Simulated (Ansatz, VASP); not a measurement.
## One calculation of V, two programs

File INCAR:

```
PREC = Accurate
ENCUT = 520
EDIFF = 1E-8
ISMEAR = -1
SIGMA = 0.03
LREAL = F
LASPH = T
NELM = 150
ALGO = Normal
ISIF = 2
LWAVE = F
LCHARG = F
ISPIN = 2
MAGMOM = 1.5
LORBIT = 11
LMAXMIX = 4
GGA = PE
LEFG = T
NBANDS = 16
```

The input KPOINTS:

```
Automatic mesh
0
Gamma
  15 15 15
```

POSCAR

```
V
1.0
   -1.5329101780      1.5329101780      1.5329101780
    1.5329101780     -1.5329101780      1.5329101780
    1.5329101780      1.5329101780     -1.5329101780
V
1
Direct
    0.0000000000      0.0000000000      0.0000000000
```

Input for Ansatz:

```yaml
crystal:
  lattice:
    - [-1.532910178, 1.532910178, 1.532910178]
    - [1.532910178, -1.532910178, 1.532910178]
    - [1.532910178, 1.532910178, -1.532910178]
  atoms:
    - { symbol: V, position: [0.0, 0.0, 0.0], spin: 1.5 }
magnetization:
  spin_polarized: true
kpoints:
  mp_grid: { grid: [15, 15, 15] }
scf:
  occupations: { method: fermi_dirac, width: 0.03 }
hamiltonian:
  xc: pbe
  pseudopotentials: { kind: paw }
output:
  forces: true
  stress: true
  eigenvalues: true
  efg: { contact_densities: true }
```

Change from the starting cell: volume scaled by 1.04, PAW files.

Alike in both runs: task electric field gradients; functional PBE; k mesh 15 × 15 × 15; occupations fermi-dirac, width 0.03 eV; collinear spin.

|  | VASP | Ansatz |
| --- | --- | --- |
| version | VASP 6.6.1 | Ansatz 0.2.0 |
| potentials or method | VASP PAW PBE potentials, release 64 (V_sv) | PAW with Ansatz's default frozen-core files, scalar-relativistic |
| plane-wave cutoff (eV) | 520 | 420 |
| valence electrons in the cell | 13 | 13 |

VASP gave:

| Property | Result |
| --- | --- |
| pressure (GPa) | -11.0 |
| net moment per atom (μB) | 0.00 |

Task: What did Ansatz give for the same quantities?

Result: Pressure (GPa): -11.1; net moment per atom (μB): 0.00.

With one functional, cell and mesh, what is left measures potentials, basis and numerics. Ansatz's warnings: seeded moment not kept.
